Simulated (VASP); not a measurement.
## ZnSe: vibrations by perturbation theory with PBE

The system is ZnSe.

```xyz
2
Lattice="0.0000 2.6946 2.6946 2.6946 0.0000 2.6946 2.6946 2.6946 0.0000" Properties=species:S:1:pos:R:3 pbc="T T T"
Zn    0.0000    0.0000    0.0000
Se    4.0420    4.0420    4.0420
```

- Program: VASP 6.6.1
- Task: vibrations by perturbation theory
- Functional: PBE
- Potentials or basis: VASP PAW PBE potentials, release 64 (Zn, Se)
- Cutoff: 520 eV
- k mesh: 10 × 10 × 10
- Occupations: gaussian, width 0.01 eV
- Spin: no spin polarisation
- Dipole correction: no
- Further INCAR settings: ALGO = Normal; EDIFF = 1e-08; IBRION = 8; NSW = 1

- Electronic dielectric tensor (diagonal): 7.08
- Born charges (mean of the diagonal): Zn +1.82; Se -1.82 e
- Highest phonon frequency at Γ, LO-TO splitting left out: 266 cm⁻¹

Phonon frequencies in cm⁻¹ (negative: imaginary):
| q point | frequencies |
| --- | --- |
| (0.000, 0.000, 0.000) | 0 0 0 266 266 266 |

Electronic dielectric tensor:
```
7.08 0.00 0.00
0.00 7.08 0.00
0.00 0.00 7.08
```

Born effective charge tensors (e):
atom 1, Zn
```
1.82 0.00 0.00
0.00 1.82 0.00
0.00 0.00 1.82
```
atom 2, Se
```
-1.82  0.00  0.00
 0.00 -1.82  0.00
 0.00  0.00 -1.82
```

It took 4.7 min on 1 thread of Intel(R) Xeon(R) 6975P-C (Granite Rapids) (shared host), peak memory 0.35 GiB.

Caveat: the cell wasn't relaxed at this level first, which shifts response properties.
